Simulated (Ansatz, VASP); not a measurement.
KF: VASP beside Ansatz

```
K F
1.0
     3.16119    0.00000    0.00000
     0.00000    3.16119    0.00000
     0.00000    0.00000    3.16119
K F
1 1
Direct
  0.00000 0.00000 0.00000
  0.50000 0.50000 0.50000
```

Change from the starting cell: strain -0.030 along x and y, -0.030 along z, atoms carried along.

Alike in both runs: task single point; functional LDA; k mesh 8 × 8 × 8; occupations gaussian, width 0.05 eV; no spin polarisation.

|  | VASP | Ansatz |
| --- | --- | --- |
| version | VASP 6.6.1 | Ansatz 0.2.0 |
| potentials or method | VASP PAW LDA potentials, release 64 (K_sv, F), cutoff 520 eV | scalar-relativistic, plane waves, PAW |
| valence electrons in the cell | 16 | 16 |

Ansatz gave:

| Item | Value |
| --- | --- |
| gap on the k mesh at the Fermi level (eV) | 6.59 |
| least direct gap on the mesh (eV) | 6.62 |
| pressure (GPa) | -3.3 |

**Question.** Which values does VASP return?

**Answer.** gap on the k mesh at the Fermi level (eV): 6.58; least direct gap on the mesh (eV): 6.61; pressure (GPa): -3.1.

LDA's correlation is that of Perdew and Zunger in VASP and of Perdew and Wang (1992) in Ansatz.
